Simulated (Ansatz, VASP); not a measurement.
## One calculation of C, two programs

The input INCAR:

```
SYSTEM = C
  PREC = Accurate
  ENCUT = 520
  EDIFF = 1E-6
  ISMEAR = 0
  SIGMA = 0.05
  LREAL = .False.
  LASPH = .True.
  NELM = 100
  ALGO = Normal
  ISIF = 2
  LWAVE = .False.
  LCHARG = .False.
  NBANDS = 36
```

KPOINTS

```
regular mesh
0
Gamma
  12 12 2
  0 0 0
```

File POSCAR:

```
C
1.0
    2.4340000000      0.0000000000      0.0000000000
   -1.2170000000      2.1079058328      0.0000000000
    0.0000000000      0.0000000000     12.9064000000
C
12
Direct
    0.0000000000      0.0000000000      0.1868599868
    0.0000000000      0.0000000000      0.6868599868
    0.0000000000      0.0000000000      0.3131400132
    0.0000000000      0.0000000000      0.8131400132
    0.3333333333      0.6666666667      0.5207718743
    0.6666666667      0.3333333333      0.0207718743
    0.3333333333      0.6666666667      0.9792281257
    0.6666666667      0.3333333333      0.4792281257
    0.3333333333      0.6666666667      0.6450609412
    0.6666666667      0.3333333333      0.1450609412
    0.3333333333      0.6666666667      0.8549390588
    0.6666666667      0.3333333333      0.3549390588
```

Input for Ansatz:

```yaml
crystal:
  lattice:
    - [2.434, 0.0, 0.0]
    - [-1.217, 2.1079058328, 0.0]
    - [0.0, 0.0, 12.9064]
  atoms:
    - { symbol: C, position: [0.0, 0.0, 0.1868599868] }
    - { symbol: C, position: [0.0, 0.0, 0.6868599868] }
    - { symbol: C, position: [0.0, 0.0, 0.3131400132] }
    - { symbol: C, position: [0.0, 0.0, 0.8131400132] }
    - { symbol: C, position: [0.3333333333, 0.6666666667, 0.5207718743] }
    - { symbol: C, position: [0.6666666667, 0.3333333333, 0.0207718743] }
    - { symbol: C, position: [0.3333333333, 0.6666666667, 0.9792281257] }
    - { symbol: C, position: [0.6666666667, 0.3333333333, 0.4792281257] }
    - { symbol: C, position: [0.3333333333, 0.6666666667, 0.6450609412] }
    - { symbol: C, position: [0.6666666667, 0.3333333333, 0.1450609412] }
    - { symbol: C, position: [0.3333333333, 0.6666666667, 0.8549390588] }
    - { symbol: C, position: [0.6666666667, 0.3333333333, 0.3549390588] }
basis:
  ecutwfc: 520.0
kpoints:
  mp_grid: { grid: [12, 12, 2] }
hamiltonian:
  xc: lda
  pseudopotentials: { kind: paw, azcp: { folder: soft_1 } }
scf:
  occupations: { method: gaussian, width: 0.05 }
output:
  forces: true
  stress: true
  eigenvalues: true
```

Alike in both runs: task single point; functional LDA; k mesh 12 × 12 × 2; occupations gaussian, width 0.05 eV; no spin polarisation.

```csv
,VASP,Ansatz
version,VASP 6.6.1,Ansatz 0.2.0
potentials or method,"VASP PAW LDA potentials, release 64 (C), cutoff 520 eV","scalar-relativistic, plane waves, PAW"
valence electrons in the cell,48,48
```

Ansatz gave:

```
gap on the k mesh at the Fermi level (eV)                     : 3.63
least direct gap on the mesh (eV)                             : 3.63
pressure (GPa)                                                : 2.2
traceless stress, the component that is largest in VASP (GPa) : -57.24
rms of the force components (eV/Å)                            : 0.031
```

Question: What did VASP give for the same quantities?

Answer: gap on the k mesh at the Fermi level (eV): 3.63; least direct gap on the mesh (eV): 3.63; pressure (GPa): 3.9; traceless stress, the component that is largest in VASP (GPa): -57.52; rms of the force components (eV/Å): 0.031.

Ansatz warns that its potentials were made for another functional, while VASP's fit it. LDA's correlation is that of Perdew and Zunger in VASP and of Perdew and Wang (1992) in Ansatz. Atom by atom the forces differ by 0.016 eV/Å (rms over components).
